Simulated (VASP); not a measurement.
Runs of VASP 6.6.1 on SnGe2. The structure is that of space group P4/mmm (No. 123), or close to it. The cells are those of the table. The cell was generated, and may not be a known phase.

| task | cell | k mesh | cutoff (eV) | gap on the mesh (eV) | pressure (GPa) |
| --- | --- | --- | --- | --- | --- |
| single point | a = 3.843, b = 3.843, c = 4.926 Å, 3 atoms | 12 × 12 × 12 | 520 | none | 0.0 |
| single point | a = 3.746, b = 3.746, c = 5.080 Å, 3 atoms | 4 × 4 × 4 | 520 | none | 1.3 |
| relaxation of cell and atoms | relaxed from a = 3.746, b = 3.746, c = 5.080 Å, 3 atoms | 4 × 4 × 4 | 600 | none | 0.0 |
| single point | a = 4.135, b = 4.135, c = 4.311 Å, 3 atoms | 4 × 4 × 4 | 520 | none | (a) |

Alike in all rows: level PBE; potentials or basis VASP PAW PBE potentials, release 64 (Sn_d, Ge_d); no spin polarisation; smearing gaussian 0.1 eV.

Q: Estimate the missing entries.

A: (a) 0.1.

Caveats: some runs use coarse meshes; spin-orbit coupling is left out, which moves the levels of the heavy elements; a cell axis changed by over 15 % at a fixed basis, so the end point is rough (at least some runs).

A k mesh can miss the band edges, and the runs leave out spin-orbit coupling on Ge, Sn.

A gap of «none» marks levels without a gap at the run's occupations.
